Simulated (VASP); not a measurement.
**Ir: single point with PBEsol**

The system is Ir.

```
Ir
1.0
     0.00000    1.91512    1.91512
     1.82894    0.00000    1.91512
     1.82894    1.91512    0.00000
Ir
1
Direct
  0.00000 0.00000 0.00000
```

This cell differs from its parent crystal: strain -0.0450 x Voigt [1, 0, 0, 0, 0, 0].

* Program: VASP 6.6.1
* Task: single point
* Functional: PBEsol
* Potentials or basis: VASP PAW PBE potentials, release 64 (Ir)
* Cutoff: 520 eV
* k mesh: 26 × 26 × 26
* Occupations: gaussian, width 0.15 eV
* Spin: no spin polarisation
* Dipole correction: no
* Further INCAR settings: ALGO = Fast; EDIFF = 1e-07; NBANDS = 10

```json
{
 "Pressure": "22.0 GPa"
}
```

Stress tensor (GPa, compression positive):
```
35.03  0.00  0.00
 0.00 15.46  0.00
 0.00  0.00 15.46
```

Levels at points of the mesh, in eV from the Fermi level:
```tsv
k point	band 1	band 2	band 3	band 4	band 5	band 6	band 7	band 8
(0.00, 0.00, 0.00)	-11.76	-4.40	-4.40	-3.78	-1.70	-0.86	14.26	19.58
(0.50, 0.00, 0.00)	-8.70	-4.67	-3.97	-0.93	0.82	1.22	7.83	13.72
(0.50, 0.50, 0.00)	-8.58	-7.91	0.99	1.32	1.33	1.94	10.82	11.93
(0.00, 0.50, 0.50)	-8.53	-8.00	0.97	1.69	1.69	2.37	11.37	11.37
```

Run time: 3.4 min on 1 thread of AMD EPYC 9R45 96-Core Processor (Zen 5), on a shared host, peak memory 0.27 GiB.

Caveat: the cell differs from its parent crystal (strain -0.0450 x Voigt [1, 0, 0, 0, 0, 0]); the PAW data sets were made with another functional, which shifts forces and pressure a little; spin-orbit coupling is left out, which moves the levels of the heavy elements.
